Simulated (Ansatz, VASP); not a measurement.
**Two plane-wave programs on SnGe5**

INCAR

```
  PREC = Accurate
  ENCUT = 600
  EDIFF = 1E-7
  ISMEAR = 0
  SIGMA = 0.1
  LREAL = F
  LASPH = T
  NELM = 60
  ALGO = Normal
  ISIF = 3
  LWAVE = F
  LCHARG = F
  GGA = PE
  IBRION = 2
  NSW = 100
  EDIFFG = -0.01
```

KPOINTS

```
Automatic mesh
0
Gamma
  8 8 8
```

The input POSCAR:

```
SnGe5
1.0
    0.0000000000      4.0234763000      4.0234763000
    4.0234763000      0.0000000000      4.0234763000
    4.0234763000      4.0234763000      0.0000000000
Sn Ge
1 5
Direct
    0.2500000000      0.2500000000      0.2500000000
    0.3727328200      0.8757557300      0.8757557300
    0.8757557300      0.3727328200      0.8757557300
    0.8757557300      0.8757557300      0.3727328200
    0.8757557300      0.8757557300      0.8757557300
    0.5000000000      0.5000000000      0.5000000000
```

Input for Ansatz:

```yaml
crystal:
  lattice:
    - [0.0, 4.0234763, 4.0234763]
    - [4.0234763, 0.0, 4.0234763]
    - [4.0234763, 4.0234763, 0.0]
  atoms:
    - { symbol: Sn, position: [0.25, 0.25, 0.25] }
    - { symbol: Ge, position: [0.37273282, 0.87575573, 0.87575573] }
    - { symbol: Ge, position: [0.87575573, 0.37273282, 0.87575573] }
    - { symbol: Ge, position: [0.87575573, 0.87575573, 0.37273282] }
    - { symbol: Ge, position: [0.87575573, 0.87575573, 0.87575573] }
    - { symbol: Ge, position: [0.5, 0.5, 0.5] }
basis:
  ecutwfc: 420
kpoints:
  mp_grid: { grid: [8, 8, 8] }
hamiltonian:
  xc: pbe
scf:
  occupations: { method: gaussian, width: 0.1 }
output:
  forces: true
  stress: true
  eigenvalues: true
relax:
  adjacent_minimum: "off"
  f_tol: 0.01
  max_steps: 80
  cell: { stress_tol: 0.05 }
```

Change from the starting cell: species swapped into the Be5Fe type (F-43m, No. 216).

Alike in both runs: task relaxation of cell and atoms; functional PBE; k mesh 8 × 8 × 8; occupations gaussian, width 0.1 eV; no spin polarisation.

|  | VASP | Ansatz |
| --- | --- | --- |
| version | VASP 6.6.1 | Ansatz 0.2.0 |
| potentials or method | VASP PAW PBE potentials, release 64 (Sn_d, Ge_d), cutoff 600 eV | scalar-relativistic, plane waves, PAW |
| valence electrons in the cell | 84 | 84 |

```csv
,VASP,Ansatz,Ansatz less VASP
"gap on the k mesh at the Fermi level, each at its own relaxed structure (eV)",none,none,-
relaxed volume (Å³/atom),21.28,21.28,-0.003
relaxed cell length with the largest relative difference (Å),5.652,5.652,-0.0003
```

A gap of «none» marks a metal or a gap that the smearing closes.
